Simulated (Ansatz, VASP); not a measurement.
MnSb: VASP beside Ansatz

The input POSCAR:

```
MnSb
1.0
    0.0000000000      2.7950160000      2.7950160000
    2.7950160000      0.0000000000      2.7950160000
    2.7950160000      2.7950160000      0.0000000000
Sb Mn
1 1
Direct
    0.5000000000      0.5000000000      0.5000000000
    0.0000000000      0.0000000000      0.0000000000
```

Contents of INCAR.step1:

```
SYSTEM = MnSb
PREC = Accurate
ENCUT = 520
EDIFF = 1E-5
ISMEAR = -1
SIGMA = 0.05
LREAL = .False.
LASPH = .True.
NELM = 150
ALGO = Normal
ISIF = 2
LWAVE = .True.
ISPIN = 2
MAGMOM = 0 4
LORBIT = 11
LMAXMIX = 4
NBANDS = 20
GGA = PE
```

The input INCAR.step2:

```
SYSTEM = MnSb
PREC = Accurate
ENCUT = 520
EDIFF = 1E-6
ISMEAR = -1
SIGMA = 0.05
LREAL = .False.
LASPH = .True.
NELM = 150
ALGO = Normal
ISIF = 2
LWAVE = .False.
LCHARG = .True.
ISPIN = 2
MAGMOM = 0 4
LORBIT = 11
LMAXMIX = 4
GGA = PE
LHFCALC = .True.
AEXX = 0.05
HFSCREEN = 0.2
PRECFOCK = Normal
LELF = .True.
LVHAR = .True.
NBANDS = 20
ISTART = 1
```

Contents of KPOINTS:

```
Automatic mesh
0
Gamma
  4 4 4
  0 0 0
```

File input.yaml:

```yaml
crystal:
  lattice:
    - [0.0, 2.795016, 2.795016]
    - [2.795016, 0.0, 2.795016]
    - [2.795016, 2.795016, 0.0]
  atoms:
    - { symbol: Sb, position: [0.5, 0.5, 0.5] }
    - { symbol: Mn, position: [0.0, 0.0, 0.0], spin: 4.0 }
hamiltonian:
  xc: { exchange: pbe, correlation: pbe, exx: { coeff: 0.05, omega: 0.2 } }
  pseudopotentials: { kind: paw }
magnetization:
  spin_polarized: true
kpoints:
  mp_grid: { grid: [4, 4, 4] }
scf:
  occupations: { method: fermi_dirac, width: 0.05 }
output:
  forces: true
  stress: true
  eigenvalues: true
```

Alike in both runs: task single point; functional PBE-based screened hybrid; k mesh 4 × 4 × 4; occupations fermi-dirac, width 0.05 eV; collinear spin.

|  | VASP | Ansatz |
| --- | --- | --- |
| version | VASP 6.6.1 | Ansatz 0.2.0 |
| potentials or method | VASP PAW PBE potentials, release 64 (Sb, Mn_pv) | Ansatz PAW |
| plane-wave cutoff (eV) | 520 | 420 |
| valence electrons in the cell | 18 | 30 |

|  | VASP | Ansatz | Ansatz less VASP |
| --- | --- | --- | --- |
| gap on the k mesh at the Fermi level (eV) | none | none | - |
| pressure (GPa) | 1.4 | 1.5 | +0.15 |
| net moment per atom (μB) | 1.96 | 1.97 | +0.005 |
| size of the moment on the site where the two differ most (μB) | 3.92 | 3.96 | +0.041 |

VASP's potentials were made for PBE, not for PBE-based screened hybrid. Site moments also hang on the region over which each program counts them. A gap of «none» marks a metal or a gap that the smearing closes. VASP's potentials hold 18 valence electrons a cell and Ansatz's 30, so a difference there can come from the potentials and not from the codes.

The k mesh is coarse, so the values compare programs but aren't converged. Spin-orbit coupling is off throughout. Noted on Ansatz's run: the magnetic or orbital state may not be the lowest.
